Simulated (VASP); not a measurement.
# Sr13CaY6Cu4 in VASP: a series of runs, part 2 of 2

VASP 6.6.1. The steps go on from the part before.

**3. Single point, PBE**

INCAR

```
SYSTEM = Sr13CaY6Cu4
ALGO = Normal
EDIFF = 1E-6
ENCUT = 520
GGA = PE
ISIF = 2
ISMEAR = -1
ISYM = 0
LASPH = .True.
LCHARG = .True.
LELF = .True.
LREAL = Auto
LVHAR = .True.
LWAVE = .False.
NBANDS = 143
NELM = 100
PREC = Accurate
SIGMA = 0.0646
```

KPOINTS

```
Automatic mesh
0
Gamma
  1 1 1
  0.25 0.25 0.25
```

POSCAR

```
Sr13CaY6Cu4
1.0
   10.2123490000     -0.0232770000      0.1233860000
   -0.0232770000     10.2214940000      0.2108230000
    0.1233860000      0.2108230000     10.2198430000
Sr Y Cu Ca
13 6 4 1
Direct
    0.5722060276      0.5983942050      0.7950672555
    0.9045748706      0.2419108888      0.4072235499
    0.7164236176      0.7023630751      0.4580251443
    0.4182494434      0.7700893625      0.1723379043
    0.0699137322      0.8860563638      0.3536406150
    0.0214423437      0.0944146792      0.0574132625
    0.9564435740      0.5065613856      0.7058147040
    0.4624852870      0.0747474590      0.8523717348
    0.3359791101      0.8207547210      0.5704032742
    0.8476329940      0.5455113682      0.0830800055
    0.5094222599      0.3198645330      0.1492598883
    0.8170382985      0.9380370292      0.7279629572
    0.1725481129      0.4968519802      0.3295080124
    0.7100386398      0.9894205206      0.1764734126
    0.3005782592      0.4085130630      0.6553731698
    0.1516749773      0.0895702036      0.6692260314
    0.1934794207      0.7538163730      0.8868770801
    0.7440640882      0.2337236684      0.7994929652
    0.5625076214      0.1034056362      0.4769327815
    0.4352696992      0.4297017001      0.4173900530
    0.2992417442      0.1772812761      0.4269645618
    0.6380299634      0.3868256101      0.5418562985
    0.2972974501      0.1336175850      0.1258157289
    0.1520923141      0.3560767898      0.9812993958
```

Potentials or basis: VASP PAW PBE potentials, release 64 (Sr_sv, Y_sv, Cu, Ca_sv).

On the command line:

```
$ cat potpaw_PBE.64/Sr_sv/POTCAR potpaw_PBE.64/Y_sv/POTCAR potpaw_PBE.64/Cu/POTCAR potpaw_PBE.64/Ca_sv/POTCAR > POTCAR
$ mpirun -np 1 vasp_std > vasp.out
```

OUTCAR:

```text
SYSTEM = Sr13CaY6Cu4
   EDIFF = 1E-6
   ENCUT = 520
   GGA = PE
   ISIF = 2
   ISMEAR = -1
   ISYM = 0
   LASPH = .True.
   LREAL = Auto
   NELM = 100
   PREC = Accurate

 ion  position               nearest neighbor table
   1  0.572  0.598  0.795-  22 3.50  15 3.73   3 3.82   9 4.02  18 4.13   7 4.13  10 4.14  17 4.29
                            12 4.29  11 4.54   4 4.55   8 5.06
   2  0.905  0.242  0.407-  22 3.39  19 3.80  13 3.82  16 4.00   5 4.07   6 4.09  14 4.11   7 4.20
                            18 4.29  12 4.49  10 4.50  11 4.92
   3  0.716  0.702  0.458-  22 3.39   1 3.82  12 3.89  14 4.03   7 4.04   5 4.16   9 4.22   4 4.31
                            10 4.40  19 4.41
   4  0.418  0.770  0.172-  14 3.72  17 3.76  23 3.94  13 4.01   5 4.17   9 4.19   3 4.31   8 4.44
                             1 4.55  11 4.71  10 5.04
   5  0.070  0.886  0.354-   9 3.59   6 3.67  21 3.89  16 4.01   2 4.07  13 4.13   3 4.16   4 4.17
                            14 4.25  12 4.62  10 5.09
   6  0.021  0.094  0.057-  23 2.95  24 3.05  14 3.52   5 3.67   2 4.09  18 4.13  16 4.16  17 4.32
                            12 4.36   8 4.93  10 4.96
   7  0.956  0.507  0.706-  18 3.61  15 3.69  24 3.77  22 3.91  10 4.02  17 4.03   3 4.04   1 4.13
                             2 4.20  13 4.39  12 4.65  16 4.74
   8  0.462  0.075  0.852-  23 3.31  18 3.32  16 3.72  19 3.95  11 4.05  12 4.08   9 4.18  15 4.25
                            17 4.27  14 4.28   4 4.44   6 4.93   1 5.06
   9  0.336  0.821  0.570-  16 3.51  17 3.55   5 3.59  19 3.77  21 3.90   1 4.02   8 4.18   4 4.19
                             3 4.22  15 4.28  13 4.54
  10  0.848  0.546  0.083-  24 3.82   7 4.02   1 4.14  11 4.17  13 4.23   3 4.40   2 4.50  17 4.50
                            18 4.53   6 4.96   4 5.04   5 5.09
  11  0.509  0.320  0.149-  23 2.90  20 3.08  21 3.76  14 3.96  19 3.99   8 4.05  24 4.08  10 4.17
                            13 4.30  18 4.38   1 4.54   4 4.71   2 4.92
  12  0.817  0.938  0.728-  18 3.23  16 3.77   3 3.89  19 4.03   8 4.08   1 4.29   6 4.36   2 4.49
                            17 4.59   5 4.62   7 4.65  14 4.74
  13  0.173  0.497  0.330-  20 2.93  21 3.63  15 3.69   2 3.82  24 3.90   4 4.01   5 4.13  10 4.23
                            11 4.30   7 4.39   9 4.54
  14  0.710  0.989  0.176-   6 3.52  19 3.63   4 3.72  11 3.96   3 4.03   2 4.11   5 4.25   8 4.28
                            12 4.74
  15  0.301  0.409  0.655-  20 2.77  21 3.39  16 3.59  24 3.65  13 3.69   7 3.69   1 3.73   8 4.25
                             9 4.28
  16  0.152  0.090  0.669-  21 2.97   9 3.51  15 3.59   8 3.72  12 3.77   2 4.00   5 4.01  17 4.04
                             6 4.16   7 4.74
[... 167 lines left out ...]
 number of electron     250.0000006 magnetization

 Free energy of the ion-electron system (eV)
  ---------------------------------------------------
  ext. energy  EPLUGINS =         0.00000000
  ---------------------------------------------------
  free energy    TOTEN  =       -68.10777480 eV

  energy without entropy =      -67.56827472  energy(sigma->0) =      -67.83802476

 E-fermi :   1.7333     XC(G=0):  -7.8452

 val. band max:        1.7070476450   @ k =   0.2500   0.2500   0.2500
 cond. band min:       1.7466087913   @ k =   0.2500   0.2500   0.2500
 fundamental gap:      0.0395611463
 Fermi energy:         1.7332986190

 k-point     1 :       0.2500    0.2500    0.2500
  band No.  band energies     occupation
      1     -42.2771      2.00000
      2     -42.0717      2.00000
      3     -41.8609      2.00000
      4     -41.8240      2.00000
      5     -41.7484      2.00000
      6     -41.6914      2.00000
[... 129 lines left out ...]
    136       2.2379      0.00081
    137       2.3062      0.00028
 [bands above 137 left out]

------------------------ aborting loop because EDIFF is reached ----------------------------------------

  FORCE on cell =-STRESS in cart. coord.  units (eV):
  Direction    XX          YY          ZZ          XY          YZ          ZX
  --------------------------------------------------------------------------------------
  -------------------------------------------------------------------------------------
  Total       -2.0122602    -12.6178154    -10.6169689      4.2688015     -3.4442276     -0.5393442
  in kB       -3.0238582    -18.9610094    -15.9543028      6.4148019     -5.1757004     -0.8104819
  external PRESSURE =     -12.6463901 kB  Pullay stress =       0.0000000 kB

 VOLUME and BASIS-vectors are now :
 -----------------------------------------------------------------------------
  energy-cutoff  :      520.00
  volume of cell :     1066.19
      direct lattice vectors                 reciprocal lattice vectors
    10.212349000 -0.023277000  0.123386000     0.097935576  0.000247518 -0.001187500
    -0.023277000 10.221494000  0.210823000     0.000247518  0.097875326 -0.002022038
     0.123386000  0.210823000 10.219843000    -0.001187500 -0.002022038  0.097904910

 POSITION                                       TOTAL-FORCE (eV/Angst)
 -----------------------------------------------------------------------------------
      5.92774      6.27078      8.32222        -0.235312     -0.193757      0.384715
      9.28245      2.53749      4.32437        -0.252894     -0.000539      0.241585
      7.35653      7.25909      4.91742        -0.222089     -0.245286     -0.703424
      4.27465      7.89806      1.97523         0.275492      0.086131      0.079673
      0.73699      9.12975      3.80958        -0.310560      0.125881     -0.064483
      0.22386      0.97666      0.60930        -0.383267     -0.950617     -0.632665
[... 16 lines left out ...]
      3.04852      1.38538      1.35067        -0.081779     -0.248156      0.351628
      1.66601      3.84298     10.12256         0.924753      0.927858     -0.389184
 -----------------------------------------------------------------------------------
    total drift:                               -0.001892     -0.001907     -0.000225

  FREE ENERGIE OF THE ION-ELECTRON SYSTEM (eV)
  ---------------------------------------------------
  free  energy   TOTEN  =       -68.1077748006 eV

  energy  without entropy=      -67.5682747231  energy(sigma->0) =      -67.83802476
```

Run time: 7.5 min. Hardware: 1 thread of Intel Xeon Platinum 8488C (Sapphire Rapids), shared host; peak memory 1 GiB.

What came out:

```yaml
Free_energy: -68.1078 eV
Pressure: -1.3 GPa
Largest_force: 1.367 eV/Å
```

Forces in eV/Å, atoms in the order of the input:
```
Sr  -0.235 -0.194  0.385
Sr  -0.253 -0.001  0.242
Sr  -0.222 -0.245 -0.703
Sr   0.275  0.086  0.080
Sr  -0.311  0.126 -0.064
Sr  -0.383 -0.951 -0.633
Sr   0.068  0.260 -0.453
Sr  -0.868 -0.485  0.322
Sr   0.533 -0.501 -0.223
Sr  -0.071  0.390  0.148
Sr   0.239  0.118  0.118
Sr   0.364 -0.981  0.173
Sr  -0.072 -0.107 -0.139
Y   -0.098  0.092 -0.184
Y    0.470 -0.564 -0.374
Y   -0.195  0.699  0.157
Y   -0.454 -0.238  0.042
Y    0.353  1.296  0.003
Y   -0.156  0.622  0.259
Cu   0.512 -0.137  0.260
Cu  -0.266  0.217  0.125
Cu  -0.074 -0.183  0.497
Cu  -0.082 -0.248  0.352
Ca   0.925  0.928 -0.389
```

Stress tensor (GPa, compression positive):
```
-0.30  0.64 -0.08
 0.64 -1.90 -0.52
-0.08 -0.52 -1.60
```

Caveat: the k points lie up to 0.62 Å⁻¹ apart; the atoms stand as in a frame of molecular dynamics.

**4. Single point, PBE**

INCAR

```
PREC     = Accurate       # precision mode
ENCUT    = 520            # plane-wave cutoff, eV
EDIFF    = 1E-6           # SCF threshold, eV
ISMEAR   = -1             # smearing method
SIGMA    = 0.0646         # smearing width, eV
LREAL    = Auto         
LASPH    = T              # aspherical terms in the spheres
NELM     = 80             # most SCF steps
ALGO     = Normal         # electronic algorithm
ISIF     = 2              # what is computed and relaxed
LWAVE    = F              # write WAVECAR
LCHARG   = F              # write CHGCAR
GGA      = PE             # functional
ISYM     = 0            
NBANDS   = 143            # bands
```

KPOINTS is that of step 3.

POSCAR

```
Sr13CaY6Cu4
1.0
   10.2123490000     -0.0232770000      0.1233860000
   -0.0232770000     10.2214940000      0.2108230000
    0.1233860000      0.2108230000     10.2198430000
Sr Y Cu Ca
13 6 4 1
Direct
    0.5686055882      0.5950876168      0.7984466957
    0.8989584548      0.2583661846      0.4012733442
    0.7032342454      0.7094761048      0.4570205099
    0.4256934344      0.7778108250      0.1792033379
    0.0697298202      0.8921622416      0.3669670851
    0.0208088043      0.0947079468      0.0552959445
    0.9666452976      0.5085496058      0.6905027357
    0.4599460263      0.0752241270      0.8446715985
    0.3339228585      0.8160260807      0.5779494389
    0.8517390826      0.5399909373      0.0752565193
    0.5103940721      0.3212824788      0.1514280387
    0.8239742272      0.9391022936      0.7290057933
    0.1769979475      0.4889378400      0.3302902588
    0.7199159801      0.9936966113      0.1828573439
    0.3009528550      0.4134260231      0.6588164727
    0.1468135510      0.1003790021      0.6597288296
    0.1963422861      0.7542264044      0.8778482054
    0.7483429283      0.2414684641      0.8018941048
    0.5661152936      0.1005317618      0.4717401129
    0.4397706683      0.4273619469      0.4143189605
    0.2984244888      0.1913132996      0.4194736017
    0.6276392725      0.3921231513      0.5524545261
    0.3068347464      0.1395482248      0.1303693132
    0.1583224929      0.3810198531      0.9770998901
```

On the command line:

```
$ cat potpaw_PBE.64/Sr_sv/POTCAR potpaw_PBE.64/Y_sv/POTCAR potpaw_PBE.64/Cu/POTCAR potpaw_PBE.64/Ca_sv/POTCAR > POTCAR
$ mpirun -np 1 vasp_std > vasp.out
```

Wall time 6.9 min (1 thread of Intel Xeon Platinum 8488C (Sapphire Rapids), shared host); peak memory 1.1 GiB.

Results (log left out):

```yaml
Free_energy: -68.4259 eV
Pressure: -1.2 GPa
Largest_force: 1.108 eV/Å
```

Forces in eV/Å, atoms in the order of the input:
```
Sr  -0.079 -0.117  0.385
Sr  -0.348 -0.213  0.235
Sr  -0.075 -0.354 -0.585
Sr   0.044  0.097 -0.065
Sr  -0.375  0.076 -0.216
Sr   0.240 -0.401 -0.669
Sr  -0.238  0.384 -0.296
Sr  -0.669 -0.340  0.397
Sr   0.578 -0.360 -0.437
Sr  -0.164  0.483  0.168
Sr   0.451  0.188 -0.008
Sr   0.227 -0.868  0.150
Sr  -0.007  0.072 -0.193
Y   -0.273  0.101 -0.190
Y    0.673 -0.534 -0.634
Y   -0.070  0.696  0.217
Y   -0.505 -0.227  0.323
Y    0.270  1.074 -0.045
Y   -0.341  0.597  0.283
Cu   0.324 -0.107  0.401
Cu  -0.091  0.150  0.127
Cu   0.055 -0.260  0.509
Cu  -0.423 -0.326  0.280
Ca   0.797  0.191 -0.138
```

Stress tensor (GPa, compression positive):
```
-0.22  0.56 -0.05
 0.56 -2.18 -0.43
-0.05 -0.43 -1.35
```

Levels at points of the mesh, in eV from the Fermi level:
```csv
k point,band 121,band 122,band 123,band 124,band 125,band 126,band 127,band 128,band 129,band 130
"(0.25, 0.25, 0.25)",-0.24,-0.19,-0.13,-0.07,-0.03,0.02,0.10,0.12,0.17,0.23
```

Caveat: the k points lie up to 0.62 Å⁻¹ apart; the atoms stand as in a frame of molecular dynamics.

**5. The runs side by side**

```csv
cell,pressure (GPa),largest force (eV/Å)
"as given, atomic positions A",-1.2,2.01
"as given, atomic positions B",-1.3,1.37
"as given, atomic positions C",-1.2,1.11
```

Alike in all rows: task single point; level PBE; potentials or basis VASP PAW PBE potentials, release 64 (Sr_sv, Y_sv, Cu, Ca_sv); no spin polarisation; k mesh 1 × 1 × 1, shifted; cutoff (eV) 520; smearing fermi-dirac 0.0646 eV.

Caveats: all runs use coarse meshes; the atoms stand as in a frame of molecular dynamics.

Total energies depend on the potentials used, so only differences within one code and one set of settings carry meaning.
